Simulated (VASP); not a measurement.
Input of a VASP 6.6.1 run:

POSCAR

```
Sb
1.0
   -1.8713408863      1.8713408863      1.8713408863
    1.8713408863     -1.8713408863      1.8713408863
    1.8713408863      1.8713408863     -1.8713408863
Sb
1
Direct
    0.0000000000      0.0000000000      0.0000000000
```

The input INCAR.step1:

```
SYSTEM = Sb
  PREC = Accurate
  ENCUT = 520
  EDIFF = 1E-5
  ISMEAR = -1
  SIGMA = 0.05
  LREAL = .FALSE.
  LASPH = .TRUE.
  NELM = 100
  ALGO = Normal
  ISIF = 2
  LWAVE = .TRUE.
  NBANDS = 8
  GGA = PE
```

File INCAR.step2:

```
SYSTEM = Sb
  PREC = Accurate
  ENCUT = 520
  EDIFF = 1E-7
  ISMEAR = -1
  SIGMA = 0.05
  LREAL = .FALSE.
  LASPH = .TRUE.
  NELM = 100
  ALGO = Normal
  ISIF = 2
  LWAVE = .FALSE.
  LCHARG = .TRUE.
  GGA = PE
  LHFCALC = .TRUE.
  HFSCREEN = 0.2079
  PRECFOCK = Normal
  LELF = .TRUE.
  LVHAR = .TRUE.
  NBANDS = 8
  ISTART = 1
```

Contents of KPOINTS:

```
Automatic mesh
0
G
  8 8 8
  0 0 0
```

Potentials or basis: VASP PAW PBE potentials, release 64 (Sb).

Launch:

```bash
$ cat potpaw_PBE.64/Sb/POTCAR > POTCAR
$ cp INCAR.step1 INCAR
$ mpirun -np 1 vasp_std > vasp.out
$ cp INCAR.step2 INCAR
$ mpirun -np 1 vasp_std > vasp.out
```

Question: What does it give for the pressure?

Answer: -1.5 GPa.

Caveat: the PAW data sets were made with another functional, which shifts forces and pressure a little.
